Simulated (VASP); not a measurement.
Here is a VASP 6.6.1 calculation.

Contents of INCAR:

```
SYSTEM = Be
PREC = Accurate
ENCUT = 600
EDIFF = 1E-6
ISMEAR = -1
SIGMA = 0.1
LREAL = .False.
LASPH = .True.
NELM = 80
ALGO = Normal
ISIF = 8
LWAVE = .False.
LCHARG = .False.
GGA = PS
IBRION = 2
NSW = 80
EDIFFG = -0.01
```

File KPOINTS:

```
regular mesh
0
Gamma
  22 22 12
  0 0 0
```

Contents of POSCAR:

```
Be
1.0
    2.2853000000      0.0000000000      0.0000000000
   -1.1426500000      1.9791280000      0.0000000000
    0.0000000000      0.0000000000      3.5842000000
Be
2
Direct
    0.3333333333      0.6666666667      0.2500000000
    0.6666666667      0.3333333333      0.7500000000
```

Potentials or basis: VASP PAW PBE potentials, release 64 (Be).

Launch:

```bash
$ cat potpaw_PBE.64/Be/POTCAR > POTCAR
$ mpirun -np 1 vasp_std > vasp.out
```

Question: Predict the relaxed cell.

Answer: a = 2.262 Å, b = 2.262 Å, c = 3.548 Å, α = 90.00°, β = 90.00°, γ = 120.00°.

Question: What does it give for the relaxed volume?

Answer: 7.86 Å³/atom.

Question: Predict the space group after relaxing (to 0.1 Å).

Answer: P6_3/mmc (No. 194).

Question: Estimate the band gap on the k mesh.

Answer: Zero (bands 2 and 3 overlap by 1.98 eV).

Final structure:
```yaml
crystal:
  lattice:
    - [2.26230, 0.00000, 0.00000]
    - [-1.13115, 1.95921, 0.00000]
    - [0.00000, 0.00000, 3.54812]
  atoms:
    - { symbol: Be, position: [0.33333, 0.66667, 0.25000] }
    - { symbol: Be, position: [0.66667, 0.33333, 0.75000] }
```

Caveat: the PAW data sets were made with another functional, which shifts forces and pressure a little.
